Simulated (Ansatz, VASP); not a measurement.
## One calculation of SnSe, two programs

Contents of INCAR:

```
SYSTEM = SnSe
PREC = Accurate
ENCUT = 520
EDIFF = 1E-7
ISMEAR = -1
SIGMA = 0.02
LREAL = .False.
LASPH = .True.
NELM = 80
ALGO = Normal
ISIF = 2
LWAVE = .False.
LCHARG = .True.
GGA = PE
LELF = .True.
LVHAR = .True.
NBANDS = 28
```

KPOINTS

```
Automatic mesh
0
Gamma
  6 6 4
  0 0 0
```

File POSCAR:

```
SnSe
1.0
    5.0747781155      0.0000000000      0.0000000000
   -2.5373890578      4.3948867666      0.0000000000
    0.0000000000      0.0000000000      6.1736754650
Sn Se
2 2
Direct
    0.3333333333      0.6666666667     -0.0391356320
    0.6666666667      0.3333333333      0.4608643680
    0.3333333333      0.6666666667      0.4141356320
    0.6666666667      0.3333333333      0.9141356320
```

Input for Ansatz:

```yaml
crystal:
  lattice:
    - [5.0747781155, 0.0, 0.0]
    - [-2.5373890578, 4.3948867666, 0.0]
    - [0.0, 0.0, 6.173675465]
  atoms:
    - { symbol: Sn, position: [0.3333333333, 0.6666666667, -0.039135632] }
    - { symbol: Sn, position: [0.6666666667, 0.3333333333, 0.460864368] }
    - { symbol: Se, position: [0.3333333333, 0.6666666667, 0.414135632] }
    - { symbol: Se, position: [0.6666666667, 0.3333333333, 0.914135632] }
kpoints:
  mp_grid: { grid: [6, 6, 4] }
  band_path:
    path:
      - [[0.0, 0.0, 0.0], [0.5, 1.100042917342e-17, -2.18580903711e-18], [0.3333333333333, 0.3333333333333, -1.412628329534e-18], [0.0, 0.0, 0.0], [1.104751537142e-34, -3.068430039095e-35, 0.5], [0.5, 1.139223196262e-17, 0.5], [0.3333333333333, 0.3333333333333, 0.5], [1.104751537142e-34, -3.068430039095e-35, 0.5]]
      - [[0.5, 1.139223196262e-17, 0.5], [0.5, 1.100042917342e-17, -2.18580903711e-18]]
      - [[0.3333333333333, 0.3333333333333, 0.5], [0.3333333333333, 0.3333333333333, -1.412628329534e-18]]
    npoints: 10
hamiltonian:
  xc: pbe
scf:
  occupations: { method: fermi_dirac, width: 0.02 }
  n_extra_bands: 5
output:
  forces: true
  stress: true
  eigenvalues: true
```

Alike in both runs: task single point; functional PBE; k mesh 6 × 6 × 4; occupations fermi-dirac, width 0.02 eV; no spin polarisation.

```csv
,VASP,Ansatz
version,VASP 6.6.1,Ansatz 0.2.0
potentials or method,"VASP PAW PBE potentials, release 64 (Sn_d, Se)","plane waves, PAW"
plane-wave cutoff (eV),520,420
valence electrons in the cell,40,60
```

VASP gave:

```
gap on the k mesh at the Fermi level (eV)                     : 0.88
pressure (GPa)                                                : 0.9
traceless stress, the component that is largest in VASP (GPa) : 0.33
rms of the force components (eV/Å)                            : 0.064
```

**Question.** Estimate Ansatz's values.

**Answer.** gap on the k mesh at the Fermi level (eV): 0.88; pressure (GPa): 0.9; traceless stress, the component that is largest in VASP (GPa): 0.31; rms of the force components (eV/Å): 0.060.

Atom by atom the forces differ by 0.004 eV/Å (rms over components). The functional is the same, so the differences come from potentials, cutoffs and numerics. VASP's potentials hold 40 valence electrons a cell and Ansatz's 60, so a difference there can come from the potentials and not from the codes.
